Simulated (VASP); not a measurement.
Set up this calculation in VASP 6.6.1, as the native input.

```yaml
Task: single point
Functional: PBE
Potentials_or_basis: VASP PAW PBE potentials, release 64 (Ba_sv, Ti_sv, O)
Cutoff: 520 eV
k_mesh: 8 × 8 × 8
Occupations: gaussian, width 0.02 eV
Spin: no spin polarisation
Dipole_correction: no
Further_INCAR_settings: ALGO = Normal; EDIFF = 1e-06; NBANDS = 28
```

The structure of BaTiO3 lies in POSCAR:

```
BaTiO3
1.0
    3.9732147987      0.0000000000      0.0000000000
    0.0000000000      3.9732147987      0.0000000000
    0.0000000000      0.0000000000      4.1008973285
Ba Ti O
1 1 3
Direct
    0.0000000000      0.0000000000     -0.0042612143
    0.5000000000      0.5000000000      0.4787435930
    0.5000000000      0.5000000000      0.0320673316
    0.5000000000      0.0000000000      0.5182251449
    0.0000000000      0.5000000000      0.5182251449
```

One way to write it, as run:

INCAR

```
SYSTEM = BaTiO3
PREC     = Accurate       ! precision mode
ENCUT    = 520            ! plane-wave cutoff, eV
EDIFF    = 1E-6           ! SCF threshold, eV
ISMEAR   = 0              ! smearing method
SIGMA    = 0.02           ! smearing width, eV
LREAL    = .False.        ! projectors in reciprocal space
LASPH    = .True.         ! aspherical terms in the spheres
NELM     = 80             ! most SCF steps
ALGO     = Normal         ! electronic algorithm
ISIF     = 2              ! what is computed and relaxed
LWAVE    = .False.        ! write WAVECAR
LCHARG   = .False.        ! write CHGCAR
GGA      = PE             ! functional
NBANDS   = 28             ! bands
```

KPOINTS

```
regular mesh
0
Gamma
  8 8 8
  0 0 0
```

Potentials or basis: VASP PAW PBE potentials, release 64 (Ba_sv, Ti_sv, O).

The run is started by

```sh
$ cat potpaw_PBE.64/Ba_sv/POTCAR potpaw_PBE.64/Ti_sv/POTCAR potpaw_PBE.64/O/POTCAR > POTCAR
$ mpirun -np 1 vasp_std > vasp.out
```

It gave:

The pressure is 4.9 GPa. The largest force is 0.070 eV/Å and the band gap on the k mesh is 1.80 eV (least direct gap 2.28 eV).

Caveat: the cell stands under pressure; spin-orbit coupling is left out, which moves the levels of the heavy elements.

Wall time 2.5 min on 1 thread of Intel(R) Xeon(R) Platinum 8488C (Sapphire Rapids), on a shared host, peak memory 0.27 GiB.
